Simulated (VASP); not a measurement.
# I: single point with PBEsol

The system is I.

```xyz
2
Lattice="4.3406 0.0000 0.0000 -2.1703 3.7591 0.0000 0.0000 0.0000 11.0718" Properties=species:S:1:pos:R:3 pbc="T T T"
I     2.1703    1.2530    7.3257
I     0.0000    2.5060    3.7462
```

* Program: VASP 6.6.1
* Task: single point
* Functional: PBEsol
* Potentials or basis: VASP PAW PBE potentials, release 64 (I)
* Cutoff: 520 eV
* k mesh: 6 × 6 × 2
* Occupations: methfessel-paxton, width 0.1 eV
* Spin: no spin polarisation
* Dipole correction: no
* Further INCAR settings: ALGO = Normal; EDIFF = 1e-06; NBANDS = 14

* Pressure: -2.0 GPa
* Largest force: 0.277 eV/Å
* Band gap on the k mesh: zero (band 7 reaches -2.47 eV, above the bottom of band 8 at -3.01 eV)

Forces on the atoms (eV/Å):
```
I    0.000  0.000 -0.277
I    0.000  0.000  0.277
```

Stress tensor (GPa, compression positive):
```
-2.52  0.00  0.00
 0.00 -2.52  0.00
 0.00  0.00 -0.88
```

Levels at points of the mesh, in eV from the Fermi level:
```tsv
k point	band 3	band 4	band 5	band 6	band 7	band 8	band 9	band 10	band 11	band 12
(0.00, 0.00, 0.00)	-1.24	-0.15	0.24	0.24	0.37	0.37	5.38	6.65	7.14	8.32
(0.50, 0.00, 0.00)	-1.61	-1.45	-0.43	-0.22	-0.10	0.02	6.71	7.05	7.29	8.03
(0.00, 0.00, 0.50)	-1.23	-0.17	0.24	0.24	0.37	0.37	5.86	6.01	6.99	8.68
(0.50, 0.00, 0.50)	-1.61	-1.45	-0.43	-0.22	-0.10	0.02	6.66	6.98	7.35	7.87
```

It took 18 s on 1 thread of Intel(R) Xeon(R) Platinum 8559C (Emerald Rapids) (shared host), peak memory 0.28 GiB.

Caveat: the PAW data sets were made with another functional, which shifts forces and pressure a little; spin-orbit coupling is left out, which moves the levels of the heavy elements.
